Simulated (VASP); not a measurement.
# Fe (Fd-3m) in VASP: further runs

Fe is run at these levels: revPBE; tasks: single point.

Program: VASP 6.6.1. These are calculated values, not measurements. Logs are shortened: lines on timing, memory, paths and dates and some standing lists are left out, and cuts for length are marked.

## Step 1: The cell of the first run

Symmetry: Fd-3m, No. 227, cubic system. Conventional cell: a = 4.698 Å, b = 4.698 Å, c = 4.698 Å, α = 90.00°, β = 90.00°, γ = 90.00°. Fe (site symmetry -43m) has 4 Fe at 2.03 Å within 2.7 Å.

## Step 2: Single point, revPBE, collinear spin, antiferromagnetic start (volume scaled by 0.88)

The input, INCAR:

```
SYSTEM = Fe
ALGO = Normal ; EDIFF = 1E-7
ENCUT = 520 ; GGA = RE
ISIF = 2 ; ISMEAR = -1
ISPIN = 2 ; LASPH = .TRUE.
LCHARG = .TRUE. ; LELF = .TRUE.
LMAXMIX = 4 ; LORBIT = 11
LREAL = .FALSE. ; LVHAR = .TRUE.
LWAVE = .FALSE. ; MAGMOM = 2.5 -2.5
NBANDS = 19 ; NELM = 150
PREC = Accurate ; SIGMA = 0.05
```

The input, KPOINTS:

```
k-points
0
G
  13 13 13
  0 0 0
```

The input, POSCAR:

```
Fe
1.0
    0.0000000000      2.3492289904      2.3492289904
    2.3492289904      0.0000000000      2.3492289904
    2.3492289904      2.3492289904      0.0000000000
Fe
2
Direct
    0.1250000000      0.1250000000      0.1250000000
    0.8750000000      0.8750000000      0.8750000000
```

Potentials or basis: VASP PAW PBE potentials, release 64 (Fe).

Command:

```console
cat potpaw_PBE.64/Fe/POTCAR > POTCAR
mpirun -np 1 vasp_std > vasp.out
```

OUTCAR:

```text
SYSTEM = Fe
   EDIFF = 1E-7
   ENCUT = 520
   GGA = RE
   ISIF = 2
   ISMEAR = -1
   ISPIN = 2
   LASPH = .TRUE.
   LORBIT = 11
   LREAL = .FALSE.
   NELM = 150
   PREC = Accurate

 ion  position               nearest neighbor table
   1  0.125  0.125  0.125-   2 2.03   2 2.03   2 2.03   2 2.03
   2  0.875  0.875  0.875-   1 2.03   1 2.03   1 2.03   1 2.03

  LATTYP: Found a face centered cubic cell.
 ALAT       =     4.6984579808

  Lattice vectors:

 A1 = (   0.0000000000,   2.3492289904,   2.3492289904)
 A2 = (   2.3492289904,   0.0000000000,   2.3492289904)
 A3 = (   2.3492289904,   2.3492289904,   0.0000000000)

Analysis of symmetry for initial positions (statically):
=====================================================================
 Subroutine PRICEL returns:
 Original cell was already a primitive cell.

 Routine SETGRP: Setting up the symmetry group for a
 face centered cubic supercell.

 Subroutine GETGRP returns: Found 48 space group operations
 (whereof 12 operations were pure point group operations)
 out of a pool of 48 trial point group operations.

The static configuration has the point symmetry D_3d.
 The point group associated with its full space group is O_h .

Analysis of symmetry for dynamics (positions and initial velocities):
=====================================================================
 Subroutine PRICEL returns:
 Original cell was already a primitive cell.

 Routine SETGRP: Setting up the symmetry group for a
 face centered cubic supercell.

 Subroutine GETGRP returns: Found 48 space group operations
 (whereof 12 operations were pure point group operations)
 out of a pool of 48 trial point group operations.

The dynamic configuration has the point symmetry D_3d.
 The point group associated with its full space group is O_h .

Analysis of structural, dynamic, and magnetic symmetry:
=====================================================================
 Subroutine PRICEL returns:
 Original cell was already a primitive cell.

 Routine SETGRP: Setting up the symmetry group for a
 face centered cubic supercell.

 Subroutine GETGRP returns: Found 48 space group operations
 (whereof 12 operations were pure point group operations)
 out of a pool of 48 trial point group operations.

The overall configuration has the point symmetry D_3d.
 The point group associated with its full space group is O_h .

 Subroutine INISYM returns: Found 48 space group operations
 (whereof 12 operations are pure point group operations),
 and found     1 'primitive' translations

[... 113 lines left out ...]
     AMIX     =   0.40;   BMIX     =  1.00
     AMIX_MAG =   1.60;   BMIX_MAG =  1.00
  volume/ion in A,a.u.               =      12.97        87.49
  Fermi-wavevector in a.u.,A,eV,Ry     =   1.393733  2.633773 26.429191  1.942491
  Thomas-Fermi vector in A             =   2.517350
   LORBIT       =     11    0 simple, 1 ext, 2 COOP (PROOUT), +10 PAW based schemes
   GGA     = RE    functional components
   LHFCALC =     F    Hartree Fock is set to
   AEXX    =    0.0000 exact exchange contribution
   IVDW    =     0    specifies the selected vdW correction
   LEPSILON=     F    determine dielectric tensor
   LRPA    =     F    only Hartree local field effects (RPA)
 spin polarized calculation
  energy-cutoff  :      520.00
  volume of cell :       25.93
 maximum number of plane-waves:       725
 NGX is ok and might be reduce to    28
   NGX = 13   NGY = 13   NGZ = 13

 number of electron      15.9999996 magnetization       0.0000000

 number of electron      15.9999996 magnetization      -0.0000000

 Free energy of the ion-electron system (eV)
  ---------------------------------------------------
  ext. energy  EPLUGINS =         0.00000000
  ---------------------------------------------------
  free energy    TOTEN  =       -12.97408722 eV

  energy without entropy =      -12.95659775  energy(sigma->0) =      -12.96534249

 E-fermi :   4.6670     XC(G=0): -12.0238

 val. band max:        4.6432150634   @ k =   0.3846   0.3846   0.0000
 cond. band min:       4.6777692598   @ k =   0.3846   0.0000   0.0000
 fundamental gap:      0.0345541964
 Fermi energy:         4.6670020190

 spin component 1

 k-point     1 :       0.0000    0.0000    0.0000
  band No.  band energies     occupation
      1      -2.5172      1.00000
      2       1.4858      1.00000
      3       1.4858      1.00000
      4       1.9181      1.00000
      5       1.9181      1.00000
      6       1.9181      1.00000
[... 517 lines left out ...]
     18      24.2923      0.00000
     19      26.6931      0.00000

 [... further k-points ...]

 spin component 2

 k-point     1 :       0.0000    0.0000    0.0000
  band No.  band energies     occupation
      1      -2.5172      1.00000
      2       1.4858      1.00000
      3       1.4858      1.00000
      4       1.9181      1.00000
      5       1.9181      1.00000
      6       1.9181      1.00000
[... 517 lines left out ...]
     18      24.2923      0.00000
     19      26.6931      0.00000

 [... further k-points ...]
[... 5 lines left out ...]
  --------------------------------------------------------------------------------------
  -------------------------------------------------------------------------------------
  Total        3.5458469      3.5458469      3.5458469      0.0000000      0.0000000      0.0000000
  in kB      219.0909844    219.0909844    219.0909844      0.0000000      0.0000000      0.0000000
  external PRESSURE =     219.0909844 kB  Pullay stress =       0.0000000 kB

 VOLUME and BASIS-vectors are now :
 -----------------------------------------------------------------------------
  energy-cutoff  :      520.00
  volume of cell :       25.93
      direct lattice vectors                 reciprocal lattice vectors
     0.000000000  2.349228990  2.349228990    -0.212835787  0.212835787  0.212835787
     2.349228990  0.000000000  2.349228990     0.212835787 -0.212835787  0.212835787
     2.349228990  2.349228990  0.000000000     0.212835787  0.212835787 -0.212835787

 POSITION                                       TOTAL-FORCE (eV/Angst)
 -----------------------------------------------------------------------------------
      0.58731      0.58731      0.58731         0.000000      0.000000      0.000000
      4.11115      4.11115      4.11115        -0.000000     -0.000000     -0.000000
 -----------------------------------------------------------------------------------
    total drift:                                0.000000     -0.000000     -0.000000

  FREE ENERGIE OF THE ION-ELECTRON SYSTEM (eV)
  ---------------------------------------------------
  free  energy   TOTEN  =       -12.9740872206 eV

  energy  without entropy=      -12.9565977494  energy(sigma->0) =      -12.96534249

 total charge

# of ion       s       p       d       tot
------------------------------------------
    1        0.625   0.505   6.576   7.706
    2        0.625   0.505   6.576   7.706
--------------------------------------------------
tot          1.250   1.010  13.151  15.412

 magnetization (x)

# of ion       s       p       d       tot
------------------------------------------
    1        0.000   0.000  -0.000   0.000
    2       -0.000  -0.000   0.000  -0.000
--------------------------------------------------
tot          0.000   0.000   0.000   0.000
```

Run time: 52 s. Hardware: 1 thread of Intel Xeon 6975P-C (Granite Rapids), shared host; peak memory 0.2 GiB.

What came out:

| Quantity | Value |
| --- | --- |
| Free energy | -12.9741 eV |
| Pressure | 21.9 GPa |
| Band gap on the k mesh | zero (filled and empty bands overlap) |
| Net moment | 0.00 μB per cell |
| Valence electrons inside the program's atomic spheres | Fe 7.71 |

Caveat: the starting moments collapsed, and a magnetic state may lie lower; the PAW data sets were made with another functional, which shifts forces and pressure a little.

## Step 3: Single point, revPBE, collinear spin, antiferromagnetic start (volume scaled by 0.92)

The input, INCAR:

```
SYSTEM = Fe
PREC = Accurate
ENCUT = 520
EDIFF = 1E-6
ISMEAR = -1
SIGMA = 0.05
LREAL = .FALSE.
LASPH = .TRUE.
NELM = 150
ALGO = Normal
ISIF = 2
LWAVE = .FALSE.
LCHARG = .FALSE.
ISPIN = 2
MAGMOM = 2.5 -2.5
LORBIT = 11
LMAXMIX = 4
GGA = RE
NBANDS = 19
```

The input, KPOINTS:

```
regular mesh
0
G
  13 13 13
  0 0 0
```

The input, POSCAR:

```
Fe
1.0
    0.0000000000      2.3842972798      2.3842972798
    2.3842972798      0.0000000000      2.3842972798
    2.3842972798      2.3842972798      0.0000000000
Fe
2
Direct
    0.1250000000      0.1250000000      0.1250000000
    0.8750000000      0.8750000000      0.8750000000
```

Potentials or basis: VASP PAW PBE potentials, release 64 (Fe).

Command:

```console
cat potpaw_PBE.64/Fe/POTCAR > POTCAR
mpirun -np 1 vasp_std > vasp.out
```

OUTCAR:

```text
SYSTEM = Fe
   PREC = Accurate
   ENCUT = 520
   EDIFF = 1E-6
   ISMEAR = -1
   LREAL = .FALSE.
   LASPH = .TRUE.
   NELM = 150
   ISIF = 2
   ISPIN = 2
   LORBIT = 11
   GGA = RE

 ion  position               nearest neighbor table
   1  0.125  0.125  0.125-   2 2.06   2 2.06   2 2.06   2 2.06
   2  0.875  0.875  0.875-   1 2.06   1 2.06   1 2.06   1 2.06

  LATTYP: Found a face centered cubic cell.
 ALAT       =     4.7685945596

  Lattice vectors:

 A1 = (   0.0000000000,   2.3842972798,   2.3842972798)
 A2 = (   2.3842972798,   0.0000000000,   2.3842972798)
 A3 = (   2.3842972798,   2.3842972798,   0.0000000000)

Analysis of symmetry for initial positions (statically):
=====================================================================
 Subroutine PRICEL returns:
 Original cell was already a primitive cell.

 Routine SETGRP: Setting up the symmetry group for a
 face centered cubic supercell.

 Subroutine GETGRP returns: Found 48 space group operations
 (whereof 12 operations were pure point group operations)
 out of a pool of 48 trial point group operations.

The static configuration has the point symmetry D_3d.
 The point group associated with its full space group is O_h .

Analysis of symmetry for dynamics (positions and initial velocities):
=====================================================================
 Subroutine PRICEL returns:
 Original cell was already a primitive cell.

 Routine SETGRP: Setting up the symmetry group for a
 face centered cubic supercell.

 Subroutine GETGRP returns: Found 48 space group operations
 (whereof 12 operations were pure point group operations)
 out of a pool of 48 trial point group operations.

The dynamic configuration has the point symmetry D_3d.
 The point group associated with its full space group is O_h .

Analysis of structural, dynamic, and magnetic symmetry:
=====================================================================
 Subroutine PRICEL returns:
 Original cell was already a primitive cell.

 Routine SETGRP: Setting up the symmetry group for a
 face centered cubic supercell.

[... 146 lines left out ...]

 Free energy of the ion-electron system (eV)
  ---------------------------------------------------
  ext. energy  EPLUGINS =         0.00000000
  ---------------------------------------------------
  free energy    TOTEN  =       -13.09910141 eV

  energy without entropy =      -13.08037132  energy(sigma->0) =      -13.08973636

 E-fermi :   4.2555     XC(G=0): -11.7872

 val. band max:        4.2360369234   @ k =   0.3077   0.1538   0.0769
 cond. band min:       4.2590173105   @ k =   0.3846   0.0000   0.0000
 fundamental gap:      0.0229803871
 Fermi energy:         4.2554810887

 spin component 1

 k-point     1 :       0.0000    0.0000    0.0000
  band No.  band energies     occupation
      1      -2.7050      1.00000
      2       1.2655      1.00000
      3       1.2655      1.00000
      4       1.6382      1.00000
      5       1.6382      1.00000
      6       1.6382      1.00000
[... 517 lines left out ...]
     18      23.3499      0.00000
     19      25.4691      0.00000

 [... further k-points ...]

 spin component 2

 k-point     1 :       0.0000    0.0000    0.0000
  band No.  band energies     occupation
      1      -2.7050      1.00000
      2       1.2655      1.00000
      3       1.2655      1.00000
      4       1.6382      1.00000
      5       1.6382      1.00000
      6       1.6382      1.00000
[... 517 lines left out ...]
     18      23.3499      0.00000
     19      25.4691      0.00000

 [... further k-points ...]
[... 5 lines left out ...]
  --------------------------------------------------------------------------------------
  -------------------------------------------------------------------------------------
  Total        2.1071484      2.1071484      2.1071484      0.0000000      0.0000000      0.0000000
  in kB      124.5358801    124.5358801    124.5358801      0.0000000      0.0000000      0.0000000
  external PRESSURE =     124.5358801 kB  Pullay stress =       0.0000000 kB

 VOLUME and BASIS-vectors are now :
 -----------------------------------------------------------------------------
  energy-cutoff  :      520.00
  volume of cell :       27.11
      direct lattice vectors                 reciprocal lattice vectors
     0.000000000  2.384297280  2.384297280    -0.209705394  0.209705394  0.209705394
     2.384297280  0.000000000  2.384297280     0.209705394 -0.209705394  0.209705394
     2.384297280  2.384297280  0.000000000     0.209705394  0.209705394 -0.209705394

 POSITION                                       TOTAL-FORCE (eV/Angst)
 -----------------------------------------------------------------------------------
      0.59607      0.59607      0.59607        -0.000000     -0.000000     -0.000000
      4.17252      4.17252      4.17252         0.000000      0.000000      0.000000
 -----------------------------------------------------------------------------------
    total drift:                                0.000000     -0.000000     -0.000000

  FREE ENERGIE OF THE ION-ELECTRON SYSTEM (eV)
  ---------------------------------------------------
  free  energy   TOTEN  =       -13.0991014069 eV

  energy  without entropy=      -13.0803713175  energy(sigma->0) =      -13.08973636

 total charge

# of ion       s       p       d       tot
------------------------------------------
    1        0.608   0.476   6.525   7.609
    2        0.608   0.476   6.525   7.609
--------------------------------------------------
tot          1.215   0.953  13.050  15.218

 magnetization (x)

# of ion       s       p       d       tot
------------------------------------------
    1        0.000   0.000   0.000   0.000
    2       -0.000  -0.000  -0.000  -0.000
--------------------------------------------------
tot          0.000   0.000   0.000   0.000
```

OSZICAR:

```text
N       E                     dE             d eps       ncg     rms          rms(c)
DAV:   1     0.869098344843E+02    0.86910E+02   -0.68080E+03  6488   0.104E+03
DAV:   2    -0.101950204950E+02   -0.97105E+02   -0.82944E+02  6399   0.201E+02
DAV:   3    -0.139506896073E+02   -0.37557E+01   -0.35684E+01  7145   0.525E+01
DAV:   4    -0.139843546225E+02   -0.33665E-01   -0.33645E-01  7221   0.473E+00
DAV:   5    -0.139847827968E+02   -0.42817E-03   -0.42816E-03  7164   0.496E-01    0.140E+01
DAV:   6    -0.131241161000E+02    0.86067E+00   -0.39163E+00  7347   0.424E+01    0.573E+00
DAV:   7    -0.130362382920E+02    0.87878E-01   -0.53410E-01  8246   0.142E+01    0.300E+00
DAV:   8    -0.130767484430E+02   -0.40510E-01   -0.56388E-02 10779   0.447E+00    0.142E+00
DAV:   9    -0.130977578934E+02   -0.21009E-01   -0.44883E-02 10222   0.602E+00    0.308E-01
DAV:  10    -0.130991719726E+02   -0.14141E-02   -0.94935E-03  9708   0.117E+00    0.107E-01
DAV:  11    -0.130991243187E+02    0.47654E-04   -0.34647E-04  7027   0.229E-01    0.561E-02
DAV:  12    -0.130990976284E+02    0.26690E-04   -0.19208E-05  9351   0.119E-01    0.142E-02
DAV:  13    -0.130991020184E+02   -0.43900E-05   -0.50393E-06  7011   0.205E-02    0.115E-02
DAV:  14    -0.130991014069E+02    0.61143E-06   -0.75911E-07  4508   0.283E-02
   1 F= -.13099101E+02 E0= -.13089736E+02  d E =-.187301E-01  mag=    -0.0000
```

Wall time 42 s (1 thread of Intel Xeon 6975P-C (Granite Rapids), shared host); peak memory 0.21 GiB.

Results:

| Property | Result |
| --- | --- |
| Free energy | -13.0991 eV |
| Pressure | 12.5 GPa |
| Band gap on the k mesh | zero (filled and empty bands overlap) |
| Net moment | 0.00 μB per cell |
| Valence electrons inside the program's atomic spheres | Fe 7.61 |

Caveat: the starting moments collapsed, and a magnetic state may lie lower; the PAW data sets were made with another functional, which shifts forces and pressure a little.

## Step 4: Single point, revPBE, collinear spin, antiferromagnetic start (volume scaled by 0.96)

The input, INCAR:

```
ALGO = Normal
EDIFF = 1E-6
ENCUT = 520
GGA = RE
ISIF = 2
ISMEAR = -1
ISPIN = 2
LASPH = True
LCHARG = False
LMAXMIX = 4
LORBIT = 11
LREAL = False
LWAVE = False
MAGMOM = 2.5 -2.5
NBANDS = 19
NELM = 150
PREC = Accurate
SIGMA = 0.05
```

The input, KPOINTS:

```
k-points
0
Gamma
  13 13 13
```

The input, POSCAR:

```
Fe
1.0
    0.0000000000      2.4183632720      2.4183632720
    2.4183632720      0.0000000000      2.4183632720
    2.4183632720      2.4183632720      0.0000000000
Fe
2
Direct
    0.1250000000      0.1250000000      0.1250000000
    0.8750000000      0.8750000000      0.8750000000
```

Command:

```console
cat potpaw_PBE.64/Fe/POTCAR > POTCAR
mpirun -np 1 vasp_std > vasp.out
```

Run time: 48 s. Hardware: 1 thread of Intel Xeon 6975P-C (Granite Rapids), shared host; peak memory 0.21 GiB.

It converged, with:

```yaml
Free_energy: -13.1614 eV
Pressure: 4.8 GPa
Band_gap_on_the_k_mesh: zero (filled and empty bands overlap)
Net_moment: 0.00 μB per cell
Valence_electrons_inside_the_program's_atomic_spheres: Fe 7.52
```

Levels at points of the mesh, in eV from the Fermi level:
Spin up:
| k point | band 6 | band 7 | band 8 | band 9 | band 10 | band 11 |
| --- | --- | --- | --- | --- | --- | --- |
| (0.00, 0.00, 0.00) | -2.50 | -0.39 | -0.39 | -0.39 | 1.27 | 1.27 |
Spin down:
| k point | band 5 | band 6 | band 7 | band 8 | band 9 | band 10 | band 11 | band 12 |
| --- | --- | --- | --- | --- | --- | --- | --- | --- |
| (0.00, 0.00, 0.00) | -2.50 | -2.50 | -0.39 | -0.39 | -0.39 | 1.27 | 1.27 | 14.51 |

Caveat: the starting moments collapsed, and a magnetic state may lie lower; the PAW data sets were made with another functional, which shifts forces and pressure a little.

(Continued in part 2 of 2.)
